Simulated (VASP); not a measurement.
# VRe (Cmmm) in VASP: a series of runs, part 2 of 2

VASP 6.6.1. Earlier steps stand in the parts before.

**4. Single point, LDA**

This run uses another cell than the first one, of 12.61 Å³/atom.

File INCAR:

```
ALGO = Normal ; EDIFF = 1E-6
ENCUT = 560 ; GGA_COMPAT = F
ISIF = 2 ; ISMEAR = -1
LASPH = T ; LCHARG = T
LELF = T ; LREAL = F
LVHAR = T ; LWAVE = F
NBANDS = 21 ; NELM = 120
PREC = Accurate ; SIGMA = 0.05
```

File KPOINTS:

```
k-points
0
Gamma
  14 14 9
```

File POSCAR:

```
VRe
1.0
    1.4673598767     -2.1106159586      0.0000000000
    1.4673598767      2.1106159586      0.0000000000
    0.0000000000      0.0000000000      4.0723686817
V Re
1 1
Direct
    0.5000000000      0.5000000000      0.5000000000
    0.0000000000      0.0000000000      0.0000000000
```

Potentials or basis: VASP PAW LDA potentials, release 64 (V_sv, Re_sv_GW).

Command:

```sh
> cat potpaw_LDA.64/V_sv/POTCAR potpaw_LDA.64/Re_sv_GW/POTCAR > POTCAR
> mpirun -np 1 vasp_std > vasp.out
```

OUTCAR:

```text
EDIFF = 1E-6
   ENCUT = 560
   ISIF = 2
   ISMEAR = -1
   LASPH = T
   LREAL = F
   NELM = 120
   PREC = Accurate

 ion  position               nearest neighbor table
   1  0.500  0.500  0.500-   2 2.51   2 2.51   2 2.51   2 2.51   2 2.93   2 2.93   2 2.93   2 2.93

   2  0.000  0.000  0.000-   1 2.51   1 2.51   1 2.51   1 2.51   1 2.93   1 2.93   1 2.93   1 2.93

  LATTYP: Found a base centered orthorhombic cell.
 ALAT       =     2.9347197534
 B/A-ratio  =     1.4383764965
 C/A-ratio  =     1.3876516410

  Lattice vectors:

 A1 = (   1.4673598767,  -2.1106159586,   0.0000000000)
 A2 = (   1.4673598767,   2.1106159586,   0.0000000000)
 A3 = (   0.0000000000,   0.0000000000,   4.0723686817)

Analysis of symmetry for initial positions (statically):
=====================================================================
 Subroutine PRICEL returns:
 Original cell was already a primitive cell.

 Routine SETGRP: Setting up the symmetry group for a
 base centered orthorhombic supercell.

 Subroutine GETGRP returns: Found  8 space group operations
 (whereof  8 operations were pure point group operations)
 out of a pool of  8 trial point group operations.

The static configuration has the point symmetry D_2h.

Analysis of symmetry for dynamics (positions and initial velocities):
=====================================================================
 Subroutine PRICEL returns:
 Original cell was already a primitive cell.

 Routine SETGRP: Setting up the symmetry group for a
 base centered orthorhombic supercell.

 Subroutine GETGRP returns: Found  8 space group operations
 (whereof  8 operations were pure point group operations)
[... 105 lines left out ...]
   NSW    =      0    number of steps for IOM
   IBRION =     -1    ionic relax: 0-MD 1-quasi-New 2-CG
   NFREE  =      0    steps in history (QN), initial steepest desc. (CG)
   ISIF   =      2    stress and relaxation
   ISYM   =      2    0-nonsym 1-usesym 2-fastsym
   POTIM  = 0.5000    time-step for ionic-motion
   TEBEG  =    0.0;   TEEND  =   0.0 temperature during run
   PSTRESS=    0.0 pullay stress
   NELECT =      28.0000    total number of electrons
   NUPDOWN=      -1.0000    fix difference up-down
   EMIN   =  10.00;   EMAX   =-10.00  energy-range for DOS
   EFERMI =   0.00;   METHOD = LEGACY
   ISMEAR =    -1;   SIGMA  =   0.05  broadening in eV -4-tet -1-fermi 0-gaus
   EFERMI_NEDOS =   21; number of points for ismear=-14 and -15
   IALGO  =     38    algorithm
   IMIX   =      4    mixing-type and parameters
     AMIX     =   0.40;   BMIX     =  1.00
     AMIX_MAG =   1.60;   BMIX_MAG =  1.00
  volume/ion in A,a.u.               =      12.61        85.11
  Fermi-wavevector in a.u.,A,eV,Ry     =   1.695066  3.203210 39.092907  2.873248
  Thomas-Fermi vector in A             =   2.776177
   LORBIT       =      0    0 simple, 1 ext, 2 COOP (PROOUT), +10 PAW based schemes
   GGA     = CA    functional components
   LHFCALC =     F    Hartree Fock is set to
   AEXX    =    0.0000 exact exchange contribution
   IVDW    =     0    specifies the selected vdW correction
   LEPSILON=     F    determine dielectric tensor
   LRPA    =     F    only Hartree local field effects (RPA)
 non-spin polarized calculation
  energy-cutoff  :      560.00
  volume of cell :       25.22
 maximum number of plane-waves:       772
   NGX =  9   NGY =  9   NGZ = 15

 number of electron      27.9999990 magnetization

 Free energy of the ion-electron system (eV)
  ---------------------------------------------------
  ext. energy  EPLUGINS =         0.00000000
  ---------------------------------------------------
  free energy    TOTEN  =       -25.71028577 eV

  energy without entropy =      -25.70114815  energy(sigma->0) =      -25.70571696

 E-fermi :  13.5549     XC(G=0): -14.5150

 val. band max:       13.5485968384   @ k =  -0.1429   0.1429   0.1111
 cond. band min:      13.5576308302   @ k =   0.5000   0.2857   0.2222
 fundamental gap:      0.0090339918
 Fermi energy:        13.5548913819

 k-point     1 :       0.0000    0.0000    0.0000
  band No.  band energies     occupation
      1     -66.4375      2.00000
      2     -49.9536      2.00000
      3     -28.7071      2.00000
      4     -28.0743      2.00000
      5     -27.7799      2.00000
      6     -24.1939      2.00000
[... 565 lines left out ...]
     20      23.7680      0.00000
     21      24.8100      0.00000

 [... further k-points ...]
[... 5 lines left out ...]
  --------------------------------------------------------------------------------------
  -------------------------------------------------------------------------------------
  Total        3.7466377      3.7504761      3.7407718      0.0000000      0.0000000      0.0000000
  in kB      237.9739071    238.2177104    237.6013253      0.0000000      0.0000000      0.0000000
  external PRESSURE =     237.9309810 kB  Pullay stress =       0.0000000 kB

 VOLUME and BASIS-vectors are now :
 -----------------------------------------------------------------------------
  energy-cutoff  :      560.00
  volume of cell :       25.22
      direct lattice vectors                 reciprocal lattice vectors
     1.467359877 -2.110615959  0.000000000     0.340748039 -0.236897669  0.000000000
     1.467359877  2.110615959  0.000000000     0.340748039  0.236897669  0.000000000
     0.000000000  0.000000000  4.072368682     0.000000000  0.000000000  0.245557335

 POSITION                                       TOTAL-FORCE (eV/Angst)
 -----------------------------------------------------------------------------------
      1.46736      0.00000      2.03618         0.000000      0.000000      0.000000
      0.00000      0.00000      0.00000        -0.000000     -0.000000      0.000000
 -----------------------------------------------------------------------------------
    total drift:                                0.000000      0.000000      0.000000

  FREE ENERGIE OF THE ION-ELECTRON SYSTEM (eV)
  ---------------------------------------------------
  free  energy   TOTEN  =       -25.7102857711 eV

  energy  without entropy=      -25.7011481513  energy(sigma->0) =      -25.70571696
```

stdout:

```text
POSCAR found type information on POSCAR V Re
 POSCAR found :  2 types and       2 ions
 scaLAPACK will be used
 LDA part: xc-table for (Slater(with rela. corr.)+CA(PZ))
 , standard interpolation
 POSCAR, INCAR and KPOINTS ok, starting setup
 FFT: planning ... GRIDC
 FFT: planning ... GRID_SOFT
 FFT: planning ... GRID
 WAVECAR not read
 entering main loop
```

Run time: 68 s. Hardware: 1 thread of Intel Xeon 6975P-C (Granite Rapids), shared host; peak memory 0.28 GiB.

What came out:

```yaml
Free_energy: -25.7103 eV
Pressure: 23.8 GPa
Band_gap_on_the_k_mesh: zero (bands 14 and 15 overlap by 2.83 eV)
```

Caveat: the cell stands under pressure; spin-orbit coupling is left out, which moves the levels of the heavy elements.

The gap in the log of VASP goes by the Fermi energy; the results here count the filled bands.